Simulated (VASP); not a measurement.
# Ag2O (Pn-3m) in VASP: a series of runs, part 2 of 2

VASP 6.6.1.

## 3. Single point, r2SCAN+D4 (17.36 Å³/atom)

This run uses another cell than the first one, of 17.36 Å³/atom.

File POSCAR:

```
Ag2O
1.0
    4.7051173178      0.0000000000      0.0000000000
    0.0000000000      4.7051173178      0.0000000000
    0.0000000000      0.0000000000      4.7051173178
Ag O
4 2
Direct
    0.7500000000      0.7500000000      0.7500000000
    0.7500000000      0.2500000000      0.2500000000
    0.2500000000      0.2500000000      0.7500000000
    0.2500000000      0.7500000000      0.2500000000
    0.0000000000      0.0000000000      0.0000000000
    0.5000000000      0.5000000000      0.5000000000
```

File INCAR.step1:

```
  PREC = Accurate
  ENCUT = 660
  ISMEAR = 0
  SIGMA = 0.05
  LREAL = False
  LASPH = True
  NELM = 120
  NBANDS = 37
  GGA = PE
  ALGO = Normal
  EDIFF = 1E-5
  LWAVE = True
  LCHARG = False
  GGA_COMPAT = False
```

File INCAR.step2:

```
  PREC = Accurate
  ENCUT = 660
  EDIFF = 1E-6
  ISMEAR = 0
  SIGMA = 0.05
  LREAL = False
  LASPH = True
  NELM = 120
  ALGO = Normal
  ISIF = 2
  LWAVE = False
  LCHARG = False
  METAGGA = R2SCAN
  LMIXTAU = True
  IVDW = 13
  VDW_S6 = 1.0
  VDW_S8 = 0.6018749
  VDW_A1 = 0.51559235
  VDW_A2 = 5.77342911
  NBANDS = 37
  ISTART = 1
  GGA_COMPAT = False
```

File KPOINTS:

```
regular mesh
0
Gamma
  6 6 6
```

Potentials or basis: VASP PAW PBE potentials, release 64 (Ag, O).

Command:

```console
cat potpaw_PBE.64/Ag/POTCAR potpaw_PBE.64/O/POTCAR > POTCAR
cp INCAR.step1 INCAR
mpirun -np 1 vasp_std > vasp.out
cp INCAR.step2 INCAR
mpirun -np 1 vasp_std > vasp.out
```

OUTCAR:

```text
PREC = Accurate
   ENCUT = 660
   EDIFF = 1E-6
   ISMEAR = 0
   LREAL = False
   LASPH = True
   NELM = 120
   ISIF = 2
   METAGGA = R2SCAN
   IVDW = 13
   ISTART = 1

 ion  position               nearest neighbor table
   1  0.750  0.750  0.750-   5 2.04   6 2.04   4 3.33   2 3.33   3 3.33   2 3.33   4 3.33   2 3.33
                             3 3.33   2 3.33   3 3.33   4 3.33   4 3.33   3 3.33
   2  0.750  0.250  0.250-   5 2.04   6 2.04   4 3.33   1 3.33   3 3.33   1 3.33   3 3.33   1 3.33
                             4 3.33   1 3.33   3 3.33   4 3.33   3 3.33   4 3.33
   3  0.250  0.250  0.750-   5 2.04   6 2.04   4 3.33   1 3.33   2 3.33   2 3.33   4 3.33   1 3.33
                             4 3.33   4 3.33   1 3.33   2 3.33   2 3.33   1 3.33
   4  0.250  0.750  0.250-   5 2.04   6 2.04   3 3.33   1 3.33   2 3.33   1 3.33   3 3.33   2 3.33
                             3 3.33   3 3.33   1 3.33   2 3.33   1 3.33   2 3.33
   5  0.000  0.000  0.000-   1 2.04   2 2.04   3 2.04   4 2.04
   6  0.500  0.500  0.500-   1 2.04   2 2.04   3 2.04   4 2.04

  LATTYP: Found a simple cubic cell.
 ALAT       =     4.7051173178

  Lattice vectors:

 A1 = (   4.7051173178,   0.0000000000,   0.0000000000)
 A2 = (   0.0000000000,   4.7051173178,   0.0000000000)
[... 188 lines left out ...]

 k-point     1 :       0.0000    0.0000    0.0000
  band No.  band energies     occupation
      1     -15.4492      2.00000
      2     -14.7526      2.00000
      3      -2.5395      2.00000
      4      -2.5395      2.00000
      5      -2.5395      2.00000
      6      -0.1473      2.00000
[... 789 lines left out ...]
     36      11.3667      0.00000
     37      18.1867      0.00000

------------------------ aborting loop because EDIFF is reached ----------------------------------------

  DFT-D4 for vdW energy calculation

  Edisp (eV):   -0.76958

  FORCE on cell =-STRESS in cart. coord.  units (eV):
  Direction    XX          YY          ZZ          XY          YZ          ZX
  --------------------------------------------------------------------------------------
  -------------------------------------------------------------------------------------
  Total       0.99966     0.99966     0.99966     0.00000     0.00000     0.00000
  in kB      15.37622    15.37622    15.37622     0.00000     0.00000     0.00000
  external pressure =       15.38 kB  Pullay stress =        0.00 kB

 VOLUME and BASIS-vectors are now :
 -----------------------------------------------------------------------------
  energy-cutoff  :      660.00
  volume of cell :      104.16
      direct lattice vectors                 reciprocal lattice vectors
     4.705117318  0.000000000  0.000000000     0.212534552  0.000000000  0.000000000
     0.000000000  4.705117318  0.000000000     0.000000000  0.212534552  0.000000000
     0.000000000  0.000000000  4.705117318     0.000000000  0.000000000  0.212534552

 POSITION                                       TOTAL-FORCE (eV/Angst)
 -----------------------------------------------------------------------------------
      3.52884      3.52884      3.52884         0.000000      0.000000     -0.000000
      3.52884      1.17628      1.17628         0.000000     -0.000000      0.000000
      1.17628      1.17628      3.52884        -0.000000      0.000000      0.000000
      1.17628      3.52884      1.17628        -0.000000      0.000000     -0.000000
      0.00000      0.00000      0.00000        -0.000000     -0.000000     -0.000000
      2.35256      2.35256      2.35256         0.000000     -0.000000      0.000000
 -----------------------------------------------------------------------------------
    total drift:                                0.000000      0.000000      0.000000

  FREE ENERGIE OF THE ION-ELECTRON SYSTEM (eV)
  ---------------------------------------------------
  free  energy   TOTEN  =       -99.1002116182 eV

  energy  without entropy=      -99.1002115066  energy(sigma->0) =      -99.10021156
```

OSZICAR.step1:

```text
N       E                     dE             d eps       ncg     rms          rms(c)
DAV:   1     0.439645701120E+03    0.43965E+03   -0.32811E+04  1480   0.177E+03
DAV:   2    -0.584747507749E+00   -0.44023E+03   -0.41682E+03  1588   0.374E+02
DAV:   3    -0.252265846920E+02   -0.24642E+02   -0.24338E+02  1639   0.885E+01
DAV:   4    -0.254584617045E+02   -0.23188E+00   -0.23168E+00  1595   0.912E+00
DAV:   5    -0.254598870868E+02   -0.14254E-02   -0.14253E-02  1611   0.709E-01    0.214E+01
DAV:   6    -0.215894284414E+02    0.38705E+01   -0.18171E+01  1756   0.330E+01    0.129E+01
DAV:   7    -0.213694808402E+02    0.21995E+00   -0.22110E+00  1519   0.117E+01    0.926E+00
DAV:   8    -0.214386531518E+02   -0.69172E-01   -0.11481E+00  1550   0.545E+00    0.351E+00
DAV:   9    -0.213462651975E+02    0.92388E-01   -0.25786E-01  1756   0.314E+00    0.599E-01
DAV:  10    -0.213469079320E+02   -0.64273E-03   -0.24315E-02  1505   0.889E-01    0.201E-01
DAV:  11    -0.213468794309E+02    0.28501E-04   -0.28350E-04  1637   0.964E-02    0.167E-01
DAV:  12    -0.213469163462E+02   -0.36915E-04   -0.12882E-04  1533   0.942E-02    0.455E-02
DAV:  13    -0.213468909761E+02    0.25370E-04   -0.53795E-05  1418   0.725E-02    0.258E-02
DAV:  14    -0.213468922899E+02   -0.13138E-05   -0.20633E-05  1223   0.249E-02
   1 F= -.21346892E+02 E0= -.21346724E+02  d E =-.336991E-03
```

It took 3.5 min on 1 thread of AMD EPYC 9R45 (Zen 5), shared host; peak memory 0.27 GiB.

Results:

| Quantity | Value |
| --- | --- |
| Free energy | -99.1002 eV |
| Pressure | 1.5 GPa |
| Band gap on the k mesh | 0.29 eV |
| Dispersion energy per atom | -0.128 eV |

Levels at points of the mesh, in eV from the valence-band top:
| k point | band 24 | band 25 | band 26 | band 27 | band 28 | band 29 | band 30 | band 31 | band 32 | band 33 |
| --- | --- | --- | --- | --- | --- | --- | --- | --- | --- | --- |
| (0.00, 0.00, 0.00) | -2.82 | -2.82 | 0.00 | 0.00 | 0.00 | 0.29 | 2.31 | 2.31 | 7.84 | 7.84 |
| (0.50, 0.00, 0.00) | -2.70 | -1.69 | -1.69 | -0.49 | -0.49 | 2.38 | 2.38 | 5.09 | 5.09 | 7.49 |
| (0.50, 0.50, 0.00) | -2.07 | -1.71 | -1.71 | -0.86 | -0.86 | 2.42 | 2.42 | 4.08 | 4.08 | 7.24 |
| (0.50, 0.50, 0.50) | -2.91 | -1.78 | -0.72 | -0.72 | -0.72 | 2.84 | 2.84 | 2.84 | 5.31 | 5.31 |

Caveat: semilocal functionals underestimate gaps, and a narrow one can read as zero; the PAW data sets were made with another functional, which shifts forces and pressure a little. A k mesh can miss the band edges.

## 4. Single point, r2SCAN+D4

This run uses another cell than the first one, of 17.64 Å³/atom.

Changes to POSCAR since step 3:

```diff
@@ -2,5 +2,5 @@
 1.0
-    4.7051173178      0.0000000000      0.0000000000
-    0.0000000000      4.7051173178      0.0000000000
-    0.0000000000      0.0000000000      4.7051173178
+    4.7306105260      0.0000000000      0.0000000000
+    0.0000000000      4.7306105260      0.0000000000
+    0.0000000000      0.0000000000      4.7306105260
 Ag O
```

File INCAR.step1:

```
SYSTEM = Ag2O
PREC = Accurate
ENCUT = 660
ISMEAR = 0
SIGMA = 0.05
LREAL = .False.
LASPH = .True.
NELM = 120
NBANDS = 37
GGA = PE
ALGO = Normal
EDIFF = 1E-5
LWAVE = .True.
LCHARG = .False.
GGA_COMPAT = .False.
```

File INCAR.step2:

```
SYSTEM = Ag2O
PREC = Accurate
ENCUT = 660
EDIFF = 1E-6
ISMEAR = 0
SIGMA = 0.05
LREAL = .False.
LASPH = .True.
NELM = 120
ALGO = Normal
ISIF = 2
LWAVE = .False.
LCHARG = .True.
METAGGA = R2SCAN
LMIXTAU = .True.
IVDW = 13
VDW_S6 = 1.0
VDW_S8 = 0.6018749
VDW_A1 = 0.51559235
VDW_A2 = 5.77342911
LELF = .True.
LVHAR = .True.
NBANDS = 37
ISTART = 1
GGA_COMPAT = .False.
```

File KPOINTS:

```
regular mesh
0
Gamma
  6 6 6
  0 0 0
```

Command:

```console
cat potpaw_PBE.64/Ag/POTCAR potpaw_PBE.64/O/POTCAR > POTCAR
cp INCAR.step1 INCAR
mpirun -np 1 vasp_std > vasp.out
cp INCAR.step2 INCAR
mpirun -np 1 vasp_std > vasp.out
```

Run time: 3.5 min. Hardware: 1 thread of AMD EPYC 9R45 (Zen 5), shared host; peak memory 0.27 GiB.

The run converged. Its results:

- Free energy: -99.1101 eV
- Pressure: 0.1 GPa
- Band gap on the k mesh: 0.26 eV
- Dispersion energy per atom: -0.126 eV

Levels at points of the mesh, in eV from the valence-band top:
```tsv
k point	band 24	band 25	band 26	band 27	band 28	band 29	band 30	band 31	band 32	band 33
(0.00, 0.00, 0.00)	-2.78	-2.78	0.00	0.00	0.00	0.26	2.37	2.37	7.76	7.76
(0.50, 0.00, 0.00)	-2.63	-1.65	-1.65	-0.48	-0.48	2.36	2.36	5.10	5.10	7.42
(0.50, 0.50, 0.00)	-2.02	-1.67	-1.67	-0.84	-0.84	2.42	2.42	4.06	4.06	7.20
(0.50, 0.50, 0.50)	-2.87	-1.78	-0.70	-0.70	-0.70	2.89	2.89	2.89	5.26	5.26
```

Caveat: semilocal functionals underestimate gaps, and a narrow one can read as zero; the PAW data sets were made with another functional, which shifts forces and pressure a little.

## 5. The runs side by side

```csv
cell,gap on the mesh (eV),pressure (GPa)
"a = 4.673 Å, 6 atoms",0.32,3.6
"a = 4.705 Å, 6 atoms",0.29,1.5
"a = 4.731 Å, 6 atoms",0.26,0.1
```

Alike in all rows: task single point; level r2SCAN+D4; potentials or basis VASP PAW PBE potentials, release 64 (Ag, O); no spin polarisation; k mesh 6 × 6 × 6; cutoff (eV) 660; smearing gaussian 0.05 eV.

Caveats: semilocal functionals underestimate gaps, and a narrow one can read as zero; the PAW data sets were made with another functional, which shifts forces and pressure a little; the cell stands under pressure (at least some runs).

Total energies depend on the potentials used, so only differences within one code and one set of settings carry meaning.
